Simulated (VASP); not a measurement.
# CsLiCr2Te2S3 (R32) in VASP: a series of runs

Aim: see how the results for CsLiCr2Te2S3 move with the level of theory and the settings. Levels: BLYP, PBE. Tasks: single point.

All numbers are computed with VASP 6.6.1; they aren't measurements. Logs are shortened: lines on timing, memory, paths and dates and some standing lists are left out, and cuts for length are marked.

### Step 1. The cell of the first run

It takes space group R32 (No. 155, trigonal). The conventional cell has a = 6.611 Å, b = 6.611 Å, c = 27.367 Å, α = 90.00°, β = 90.00°, γ = 120.00°. Cs (site symmetry 32) has 6 Te at 4.04 Å and 6 S at 5.03 Å and 8 Cr at 5.34 to 5.38 Å within 5.4 Å. Within 3.2 Å of Li (site symmetry 32) lie 3 S at 2.39 Å. Within 3.0 Å of Cr (site symmetry 3) lie 3 S at 2.25 Å and 1 Te at 2.47 Å. Within 3.3 Å of Te (site symmetry 3) lie 1 Cr at 2.47 Å. Within 3.0 Å of S (site symmetry 2) lie 2 Cr at 2.25 Å and 1 Li at 2.39 Å.

### Step 2. Single point, BLYP, collinear spin, ferromagnetic start

Contents of INCAR:

```
PREC     = Accurate       # precision mode
ENCUT    = 520            # plane-wave cutoff, eV
EDIFF    = 1E-6           # SCF threshold, eV
ISMEAR   = -1             # smearing method
SIGMA    = 0.05           # smearing width, eV
LREAL    = F              # projectors in reciprocal space
LASPH    = T              # aspherical terms in the spheres
NELM     = 150            # most SCF steps
ALGO     = Normal         # electronic algorithm
ISIF     = 2              # what is computed and relaxed
LWAVE    = F              # write WAVECAR
LCHARG   = T              # write CHGCAR
ISPIN    = 2              # spin polarisation
MAGMOM   = 0 0 3 3 0 0 0 0 0 # initial moments
LORBIT   = 11             # projections on sites
LMAXMIX  = 4              # l up to which the mixer works
GGA      = B5             # functional
ALDAX    = 1.0          
AGGAX    = 1.0          
AGGAC    = 1.0          
ALDAC    = 0.0          
LELF     = T              # ELF
LVHAR    = T            
NBANDS   = 47             # bands
```

Contents of KPOINTS:

```
Automatic mesh
0
Gamma
  4 4 4
```

Contents of POSCAR:

```
CsLiCr2Te2S3
1.0
    3.3057354223      1.9085650260      9.1223099582
   -3.3057354223      1.9085650260      9.1223099582
    0.0000000000     -3.8171366817      9.1223085711
Cs Li Cr Te S
1 1 2 2 3
Direct
    0.0000000000      0.0000000000      0.0000000000
    0.5000000000      0.5000000000      0.5000000000
    0.8050525234      0.8050525234      0.8050525234
    0.1949474766      0.1949474766      0.1949474766
    0.7149748627      0.7149748627      0.7149748627
    0.2850251373      0.2850251373      0.2850251373
    0.1386342378      0.8613657622      0.5000000000
    0.5000000000      0.1386342378      0.8613657622
    0.8613657622      0.5000000000      0.1386342378
```

Potentials or basis: VASP PAW PBE potentials, release 64 (Cs_sv, Li_sv, Cr_pv, Te, S).

On the command line:

```console
> cat potpaw_PBE.64/Cs_sv/POTCAR potpaw_PBE.64/Li_sv/POTCAR potpaw_PBE.64/Cr_pv/POTCAR potpaw_PBE.64/Te/POTCAR potpaw_PBE.64/S/POTCAR > POTCAR
> mpirun -np 1 vasp_std > vasp.out
```

OUTCAR:

```text
PREC = Accurate
   ENCUT = 520
   EDIFF = 1E-6
   ISMEAR = -1
   LREAL = F
   LASPH = T
   NELM = 150
   ISIF = 2
   ISPIN = 2
   LORBIT = 11
   GGA = B5

 ion  position               nearest neighbor table
   1  0.000  0.000  0.000-
   2  0.500  0.500  0.500-   8 2.39   9 2.39   7 2.39
   3  0.805  0.805  0.805-   9 2.25   7 2.25   8 2.25   5 2.47
   4  0.195  0.195  0.195-   8 2.25   7 2.25   9 2.25   6 2.47
   5  0.715  0.715  0.715-   3 2.47
   6  0.285  0.285  0.285-   4 2.47
   7  0.139  0.861  0.500-   3 2.25   4 2.25   2 2.39
   8  0.500  0.139  0.861-   4 2.25   3 2.25   2 2.39
   9  0.861  0.500  0.139-   3 2.25   4 2.25   2 2.39

  LATTYP: Found a trigonal (rhomboedric) cell.
 ALAT       =     9.8887332917
 COS(alpha) =     0.7764962310

  Lattice vectors:

 A1 = (   3.3057354223,   1.9085650260,   9.1223099582)
 A2 = (  -3.3057354223,   1.9085650260,   9.1223099582)
 A3 = (   0.0000000000,  -3.8171366817,   9.1223085711)

Analysis of symmetry for initial positions (statically):
=====================================================================
 Subroutine PRICEL returns:
 Original cell was already a primitive cell.

 Routine SETGRP: Setting up the symmetry group for a
 trigonal (rhombohedral) supercell.

 Subroutine GETGRP returns: Found  6 space group operations
 (whereof  6 operations were pure point group operations)
 out of a pool of 12 trial point group operations.

The static configuration has the point symmetry D_3 .

Analysis of symmetry for dynamics (positions and initial velocities):
=====================================================================
 Subroutine PRICEL returns:
 Original cell was already a primitive cell.

 Routine SETGRP: Setting up the symmetry group for a
 trigonal (rhombohedral) supercell.

 Subroutine GETGRP returns: Found  6 space group operations
 (whereof  6 operations were pure point group operations)
 out of a pool of 12 trial point group operations.

The dynamic configuration has the point symmetry D_3 .

Analysis of structural, dynamic, and magnetic symmetry:
=====================================================================
 Subroutine PRICEL returns:
 Original cell was already a primitive cell.

 Routine SETGRP: Setting up the symmetry group for a
 trigonal (rhombohedral) supercell.

 Subroutine GETGRP returns: Found  6 space group operations
 (whereof  6 operations were pure point group operations)
 out of a pool of 12 trial point group operations.

The overall configuration has the point symmetry D_3 .

 Subroutine INISYM returns: Found  6 space group operations
 (whereof  6 operations are pure point group operations),
 and found     1 'primitive' translations

----------------------------------------------------------------------------------------

                                     Primitive cell

  volume of cell :     345.3279

  direct lattice vectors                    reciprocal lattice vectors
     3.305735422  1.908565026  9.122309958     0.151252274  0.087325532  0.036540475
    -3.305735422  1.908565026  9.122309958    -0.151252274  0.087325532  0.036540475
     0.000000000 -3.817136682  9.122308571     0.000000000 -0.174651091  0.036540412

  length of vectors
     9.888733292  9.888733292  9.888733292     0.178432635  0.178432635  0.178432635

  position of ions in fractional coordinates (direct lattice)
     0.000000000  0.000000000  0.000000000
     0.500000000  0.500000000  0.500000000
     0.805052523  0.805052523  0.805052523
     0.194947477  0.194947477  0.194947477
     0.714974863  0.714974863  0.714974863
     0.285025137  0.285025137  0.285025137
     0.138634238  0.861365762  0.500000000
     0.500000000  0.138634238  0.861365762
     0.861365762  0.500000000  0.138634238

  ion indices of the primitive-cell ions
   primitive index   ion index
                 1           1
                 2           2
                 3           3
                 4           4
                 5           5
[... 47 lines left out ...]
   number of dos      NEDOS =    301   number of ions     NIONS =      9
   total plane-waves  NPLWV = 512000
   dimension x,y,z NGX =    80 NGY =   80 NGZ =   80
   dimension x,y,z NGXF=   160 NGYF=  160 NGZF=  160
   ions per type =               1   1   2   2   3
   NGX,Y,Z   is equivalent  to a cutoff of  13.45, 13.45, 13.45 a.u.
   NGXF,Y,Z  is equivalent  to a cutoff of  26.90, 26.90, 26.90 a.u.
 SYSTEM =  unknown system
   PREC   = accura    normal or accurate (medium, high low for compatibility)
   ISTART =      0    job   : 0-new  1-cont  2-samecut
   ICHARG =      2    charge: 1-file 2-atom 10-const
   ISPIN  =      2    spin polarized calculation?
   LNONCOLLINEAR =      F non collinear calculations
   LSORBIT =      F    spin-orbit coupling
   LASPH  =      T    aspherical Exc in radial PAW
   ENCUT  =  520.0 eV  38.22 Ry    6.18 a.u.  18.39 18.39 18.39*2*pi/ulx,y,z
   NELM   =    150;   NELMIN=  2; NELMDL= -5     # of ELM steps
   EDIFF  = 0.1E-05   stopping-criterion for ELM
   LREAL  =      F    real-space projection
   EDIFFG = 0.1E-04   stopping-criterion for IOM
   NSW    =      0    number of steps for IOM
   IBRION =     -1    ionic relax: 0-MD 1-quasi-New 2-CG
   NFREE  =      0    steps in history (QN), initial steepest desc. (CG)
   ISIF   =      2    stress and relaxation
   ISYM   =      2    0-nonsym 1-usesym 2-fastsym
   POTIM  = 0.5000    time-step for ionic-motion
   TEBEG  =    0.0;   TEEND  =   0.0 temperature during run
   PSTRESS=    0.0 pullay stress
   NELECT =      66.0000    total number of electrons
   NUPDOWN=      -1.0000    fix difference up-down
   EMIN   =  10.00;   EMAX   =-10.00  energy-range for DOS
   EFERMI =   0.00;   METHOD = LEGACY
   ISMEAR =    -1;   SIGMA  =   0.05  broadening in eV -4-tet -1-fermi 0-gaus
   EFERMI_NEDOS =   21; number of points for ismear=-14 and -15
   IALGO  =     38    algorithm
   IMIX   =      4    mixing-type and parameters
     AMIX     =   0.40;   BMIX     =  1.00
     AMIX_MAG =   1.60;   BMIX_MAG =  1.00
  volume/ion in A,a.u.               =      38.37       258.93
  Fermi-wavevector in a.u.,A,eV,Ry     =   0.943001  1.782014 12.099000  0.889251
  Thomas-Fermi vector in A             =   2.070666
   LORBIT       =     11    0 simple, 1 ext, 2 COOP (PROOUT), +10 PAW based schemes
   GGA     = B5    functional components
   LHFCALC =     F    Hartree Fock is set to
   AEXX    =    0.0000 exact exchange contribution
   IVDW    =     0    specifies the selected vdW correction
   LEPSILON=     F    determine dielectric tensor
   LRPA    =     F    only Hartree local field effects (RPA)
 spin polarized calculation
  energy-cutoff  :      520.00
  volume of cell :      345.33
 maximum number of plane-waves:      9357
 NGX is ok and might be reduce to    80
   NGX = 37   NGY = 37   NGZ = 37

 number of electron      66.0000004 magnetization       4.0000366

 Free energy of the ion-electron system (eV)
  ---------------------------------------------------
  ext. energy  EPLUGINS =         0.00000000
  ---------------------------------------------------
  free energy    TOTEN  =       -41.65388458 eV

  energy without entropy =      -41.64396237  energy(sigma->0) =      -41.64892347

 E-fermi :   1.3186     XC(G=0):  -6.6608

 val. band max:        1.2973431016   @ k =   0.2500   0.2500   0.2500
 cond. band min:       1.3474118733   @ k =   0.5000   0.5000   0.5000
 fundamental gap:      0.0500687717
 Fermi energy:         1.3185977959

 spin component 1

 k-point     1 :       0.0000    0.0000    0.0000
  band No.  band energies     occupation
      1     -45.0880      1.00000
      2     -42.8350      1.00000
      3     -42.8350      1.00000
      4     -42.8327      1.00000
      5     -42.8327      1.00000
      6     -42.7219      1.00000
[... 613 lines left out ...]
     44       6.0520      0.00000
     45       6.0520      0.00000
 Fermi energy:         1.3185977959

 spin component 2

 k-point     1 :       0.0000    0.0000    0.0000
  band No.  band energies     occupation
      1     -45.0811      1.00000
      2     -40.8101      1.00000
      3     -40.8093      1.00000
      4     -40.5148      1.00000
      5     -40.5148      1.00000
      6     -40.5118      1.00000
[... 613 lines left out ...]
     44       6.0722      0.00000
     45       6.0722      0.00000
 [bands above 45 left out]

------------------------ aborting loop because EDIFF is reached ----------------------------------------

  FORCE on cell =-STRESS in cart. coord.  units (eV):
  Direction    XX          YY          ZZ          XY          YZ          ZX
  --------------------------------------------------------------------------------------
  -------------------------------------------------------------------------------------
  Total        0.0172720      0.0172720      0.1077068      0.0000000     -0.0000000      0.0000000
  in kB        0.0801351      0.0801351      0.4997146      0.0000000     -0.0000001      0.0000000
  external PRESSURE =       0.2199949 kB  Pullay stress =       0.0000000 kB

 VOLUME and BASIS-vectors are now :
 -----------------------------------------------------------------------------
  energy-cutoff  :      520.00
  volume of cell :      345.33
      direct lattice vectors                 reciprocal lattice vectors
     3.305735422  1.908565026  9.122309958     0.151252274  0.087325532  0.036540475
    -3.305735422  1.908565026  9.122309958    -0.151252274  0.087325532  0.036540475
     0.000000000 -3.817136682  9.122308571     0.000000000 -0.174651091  0.036540412

 POSITION                                       TOTAL-FORCE (eV/Angst)
 -----------------------------------------------------------------------------------
      0.00000      0.00000      0.00000         0.000000      0.000000      0.000000
      0.00000     -0.00000     13.68346         0.000000      0.000000      0.000000
      0.00000     -0.00001     22.03181         0.000000     -0.000000      0.014323
      0.00000     -0.00000      5.33511         0.000000      0.000000     -0.014323
      0.00000     -0.00000     19.56667         0.000000      0.000000     -0.015826
      0.00000     -0.00000      7.80026         0.000000     -0.000000      0.015826
     -2.38916     -0.00000     13.68346        -0.000306      0.000000      0.000000
      1.19458     -2.06908     13.68346         0.000153     -0.000265     -0.000000
      1.19458      2.06907     13.68346         0.000153      0.000265      0.000000
 -----------------------------------------------------------------------------------
    total drift:                                0.000000     -0.000000     -0.000000

  FREE ENERGIE OF THE ION-ELECTRON SYSTEM (eV)
  ---------------------------------------------------
  free  energy   TOTEN  =       -41.6538845758 eV

  energy  without entropy=      -41.6439623657  energy(sigma->0) =      -41.64892347

 total charge

# of ion       s       p       d       tot
------------------------------------------
    1        1.886   4.675   0.021   6.582
    2        2.018   0.049   0.000   2.067
    3        0.316   6.269   4.141  10.726
    4        0.316   6.269   4.141  10.726
    5        1.386   2.019   0.014   3.419
    6        1.386   2.019   0.014   3.419
    7        1.340   2.421   0.000   3.761
    8        1.340   2.421   0.000   3.761
    9        1.340   2.421   0.000   3.761
--------------------------------------------------
tot         11.329  28.561   8.331  48.221

 magnetization (x)

# of ion       s       p       d       tot
------------------------------------------
    1        0.000  -0.003  -0.000  -0.003
    2        0.002   0.002   0.000   0.004
    3        0.023   0.018   2.139   2.181
    4        0.023   0.018   2.139   2.181
    5       -0.003  -0.138   0.003  -0.138
    6       -0.003  -0.138   0.003  -0.138
    7       -0.003  -0.067   0.000  -0.070
    8       -0.003  -0.067   0.000  -0.070
    9       -0.003  -0.067   0.000  -0.070
--------------------------------------------------
tot          0.034  -0.441   4.283   3.877
```

Wall time 19 min (1 thread of Intel Xeon 6975P-C (Granite Rapids), shared host); peak memory 1.6 GiB.

Results:

```
Free energy                                           : -41.6539 eV
Largest force                                         : 0.016 eV/Å
Band gap on the k mesh                                : zero (filled and empty bands overlap)
Net moment                                            : 4.00 μB per cell
Site moments                                          : Cs -0.00; Li +0.00; Cr +2.18; Te -0.14; S -0.07 μB
Valence electrons inside the program's atomic spheres : Cs 6.58; Li 2.07; Cr 10.73; Te 3.42; S 3.76
```

Forces in eV/Å, atoms in the order of the input:
```
Cs   0.000  0.000  0.000
Li   0.000  0.000  0.000
Cr   0.000  0.000  0.014
Cr   0.000  0.000 -0.014
Te   0.000  0.000 -0.016
Te   0.000  0.000  0.016
S    0.000  0.000  0.000
S    0.000  0.000  0.000
S    0.000  0.000  0.000
```

Caveat: the cutoff is under 1.25 times the usual one of these potentials, so pressure, stress and relaxed cells hold a basis-set (Pulay) error; the PAW data sets were made with another functional, which shifts forces and pressure a little; spin-orbit coupling is left out, which moves the levels of the heavy elements; the run started ferromagnetic, and an antiferromagnetic order may lie lower in energy.

(Part 1 of 2 ends here.)

The gap in the log of VASP goes by the Fermi energy; the results here count the filled bands.